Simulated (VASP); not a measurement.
ZnC3, 8 atoms in the cell. Symmetry: P6_3/mmc, No. 194, hexagonal system. The conventional cell has a = 4.753 Å, b = 4.753 Å, c = 3.815 Å, α = 90.00°, β = 90.00°, γ = 120.00°. Within 3.1 Å of Zn (site symmetry -6m2) lie 12 C at 2.35 to 2.38 Å. Within 3.1 Å of C (site symmetry mm2) lie 4 Zn at 2.35 to 2.38 Å and 8 C at 2.35 to 2.38 Å. 

```yaml
Program: VASP 6.6.1
Task: relaxation of cell and atoms
Functional: PBE
Potentials_or_basis: VASP PAW PBE potentials, release 64 (Zn, C)
Cutoff: 600 eV
k_mesh: 6 × 6 × 4
Occupations: gaussian, width 0.1 eV
Spin: no spin polarisation
Dipole_correction: no
Further_INCAR_settings: ALGO = Normal; EDIFF = 1e-06; IBRION = 2; EDIFFG = -0.04; NSW = 90; ISIF = 3
```

Potentials or basis: VASP PAW PBE potentials, release 64 (Zn, C).

Command:

```sh
$ cat potpaw_PBE.64/Zn/POTCAR potpaw_PBE.64/C/POTCAR > POTCAR
$ mpirun -np 1 vasp_std > vasp.out
```

Hardware: 1 thread of Intel(R) Xeon(R) 6975P-C (Granite Rapids) (shared host).

Q: How long does it take, and how much memory?

A: Wall time 11 min on 1 thread of Intel(R) Xeon(R) 6975P-C (Granite Rapids), on a shared host, peak memory 0.24 GiB. Counts: scf iterations 380, k points 21, ion steps 45.
